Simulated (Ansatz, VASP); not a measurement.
**Two plane-wave programs on Ta2N**

```
Ta N
1.0
     3.07862    0.00000    0.00000
    -1.53931    2.66616    0.00000
     0.00000    0.00000    4.82326
Ta N
2 1
Direct
  0.66667 0.33333 0.74674
  0.33333 0.66667 0.25423
  0.00000 0.00000 0.98756
```

Change from the starting cell: mode 9 (572.2 1/cm) frozen in, largest displacement -0.060 Å.

Alike in both runs: task single point; functional PBEsol; k mesh 18 × 18 × 10; occupations gaussian, width 0.15 eV; no spin polarisation.

|  | VASP | Ansatz |
| --- | --- | --- |
| version | VASP 6.6.1 | Ansatz 0.2.0 |
| potentials or method | VASP PAW PBE potentials, release 64 (Ta_pv, N), cutoff 520 eV | scalar-relativistic, plane waves, PAW |
| valence electrons in the cell | 27 | 31 |

|  | VASP | Ansatz | Ansatz less VASP |
| --- | --- | --- | --- |
| gap on the k mesh at the Fermi level (eV) | none | none | - |
| pressure (GPa) | 1.0 | 0.4 | -0.58 |
| traceless stress, the component that is largest in VASP (GPa) | -0.31 | -0.24 | +0.064 |
| rms of the force components (eV/Å) | 0.416 | 0.411 | -0.0049 |

VASP's potentials were made for PBE, not for PBEsol. Atom by atom the forces differ by 0.027 eV/Å (rms over components). A gap of «none» marks a metal or a gap that the smearing closes. The functional is the same, so the differences come from potentials, cutoffs and numerics. VASP's potentials hold 27 valence electrons a cell and Ansatz's 31, so a difference there can come from the potentials and not from the codes.

Neither program's run includes spin-orbit coupling.
